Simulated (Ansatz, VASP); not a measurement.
**Two plane-wave programs on AlN**

```
CELL_PARAMETERS angstrom
3.10673 0.00000 0.00000
0.00000 4.97861 0.00000
0.00000 0.00000 19.58730
ATOMIC_POSITIONS crystal
Al 0.00000 0.08107 0.42430
Al 0.50000 0.55597 0.44598
Al 0.50000 0.05597 0.55402
Al 0.00000 0.58107 0.57570
N 0.00000 0.43169 0.41126
N 0.50000 0.93128 0.45339
N 0.50000 0.43128 0.54661
N 0.00000 0.93169 0.58874
```

Alike in both runs: functional r2SCAN; k mesh 10 × 6 × 1; occupations fermi-dirac, width 0.02 eV; no spin polarisation.

Ansatz relaxed the structure, and its values are those at the end. VASP's run is a single point on that final structure, the one shown.

|  | VASP | Ansatz |
| --- | --- | --- |
| version | VASP 6.6.1 | Ansatz 0.2.0 |
| potentials or method | VASP PAW PBE potentials, release 64 (Al, N) | PAW with Ansatz's default frozen-core files, scalar-relativistic |
| plane-wave cutoff (eV) | 520 | 500 |
| valence electrons in the cell | 32 | 32 |

|  | VASP | Ansatz | Ansatz less VASP |
| --- | --- | --- | --- |
| gap on the k mesh at the Fermi level (eV) | 3.06 | 3.07 | +0.005 |
| rms of the force components (eV/Å) | 0.015 | 0.002 | -0.0131 |

VASP's potentials were made for PBE, not for r2SCAN. Ansatz's warnings: stress scf threshold loose.
